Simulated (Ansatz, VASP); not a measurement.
**Ge2Sb2Se: VASP beside Ansatz**

```
CELL_PARAMETERS angstrom
4.30225 0.00000 0.00000
-2.15113 3.72586 0.00000
0.00000 0.00000 9.49533
ATOMIC_POSITIONS crystal
Ge 0.00000 0.00000 0.24773
Ge 0.00000 0.00000 0.75227
Sb 0.33333 0.66667 0.12214
Sb 0.66667 0.33333 0.87786
Se 0.00000 0.00000 0.50000
```

Alike in both runs: functional PBE; k mesh 6 × 6 × 2; occupations gaussian, width 0.1 eV; no spin polarisation.

Ansatz relaxed the structure, and its values are those at the end. VASP's run is a single point on that final structure, the one shown.

|  | VASP | Ansatz |
| --- | --- | --- |
| version | VASP 6.6.1 | Ansatz 0.2.0 |
| potentials or method | VASP PAW PBE potentials, release 64 (Ge_d, Sb, Se), cutoff 520 eV | scalar-relativistic, plane waves, PAW |
| valence electrons in the cell | 44 | 74 |

|  | VASP | Ansatz | Ansatz less VASP |
| --- | --- | --- | --- |
| gap on the k mesh at the Fermi level (eV) | none | none | - |
| pressure (GPa) | 0.1 | 0.1 | -0.02 |
| rms of the force components (eV/Å) | 0.009 | 0.002 | -0.0065 |

A gap of «none» marks a metal or a gap that the smearing closes. The functional is the same, so the differences come from potentials, cutoffs and numerics. VASP's potentials hold 44 valence electrons a cell and Ansatz's 74, so a difference there can come from the potentials and not from the codes.

Spin-orbit coupling is off throughout.
